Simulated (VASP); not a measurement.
Here is a VASP 6.6.1 calculation.

The input POSCAR:

```
P
1.0
   -1.6915100431      2.5151650373      1.8589441358
    1.6915100431     -2.5151650373      1.8589441358
    1.6915100431      2.5151650373     -1.8589441358
P
2
Direct
    0.8033091100      0.0533091100      0.7500000000
    0.1966908900      0.9466908900      0.2500000000
```

The input INCAR.step1:

```
  PREC = Accurate
  ENCUT = 520
  ISMEAR = 0
  SIGMA = 0.1
  LREAL = F
  LASPH = T
  NELM = 80
  NBANDS = 12
  GGA = PE
  ALGO = Normal
  EDIFF = 1E-4
  LWAVE = T
  LCHARG = F
```

INCAR.step2

```
  PREC = Accurate
  ENCUT = 520
  EDIFF = 1E-6
  ISMEAR = 0
  SIGMA = 0.1
  LREAL = F
  LASPH = T
  NELM = 80
  ALGO = Normal
  ISIF = 2
  LWAVE = F
  LCHARG = F
  METAGGA = R2SCAN
  LMIXTAU = T
  NBANDS = 12
  ISTART = 1
```

Contents of KPOINTS:

```
Automatic mesh
0
Gamma
  4 4 4
```

Potentials or basis: VASP PAW PBE potentials, release 64 (P).

Launch:

```sh
$ cat potpaw_PBE.64/P/POTCAR > POTCAR
$ cp INCAR.step1 INCAR
$ mpirun -np 1 vasp_std > vasp.out
$ cp INCAR.step2 INCAR
$ mpirun -np 1 vasp_std > vasp.out
```

**Question.** What does it give for the pressure?

**Answer.** 1.7 GPa.

**Question.** Estimate the largest force.

**Answer.** 0.084 eV/Å.

Forces in eV/Å, atoms in the order of the input:
```
P    0.000  0.000  0.084
P    0.000  0.000 -0.084
```

Caveat: the k points lie up to 0.63 Å⁻¹ apart; the PAW data sets were made with another functional, which shifts forces and pressure a little.
